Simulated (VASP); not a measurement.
**La: single point with r2SCAN**

La:

```
La
1.0
    -2.08048    2.08048    2.08048
     2.08048   -2.08048    2.08048
     2.08048    2.08048   -2.08048
La
1
Cartesian
  0.0000 0.0000 0.0000
```

This isn't the form of La at room conditions, which is double hcp.

```yaml
Program: VASP 6.6.1
Task: single point
Functional: r2SCAN
Potentials_or_basis: VASP PAW PBE potentials, release 64 (La)
Cutoff: 550 eV
k_mesh: 9 × 9 × 9
Occupations: fermi-dirac, width 0.05 eV
Spin: no spin polarisation
Dipole_correction: no
Further_INCAR_settings: ALGO = Normal; EDIFF = 1e-06; NBANDS = 12
```

```yaml
Pressure: 1.5 GPa
Band_gap_on_the_k_mesh: zero (an odd number of electrons rules out a gap without spin polarisation)
```

Levels at points of the mesh, in eV from the Fermi level:
| k point | band 2 | band 3 | band 4 | band 5 | band 6 | band 7 | band 8 | band 9 | band 10 | band 11 |
| --- | --- | --- | --- | --- | --- | --- | --- | --- | --- | --- |
| (0.00, 0.00, 0.00) | -16.51 | -16.51 | -16.51 | -3.33 | 1.73 | 1.73 | 1.73 | 1.81 | 1.81 | 1.81 |

It took 2.7 min on 1 thread of Intel Xeon 8259CL, with other jobs on the host, peak memory 0.18 GiB.

Caveat: the PAW data sets were made with another functional, which shifts forces and pressure a little; spin-orbit coupling is left out, which moves the levels of the heavy elements.
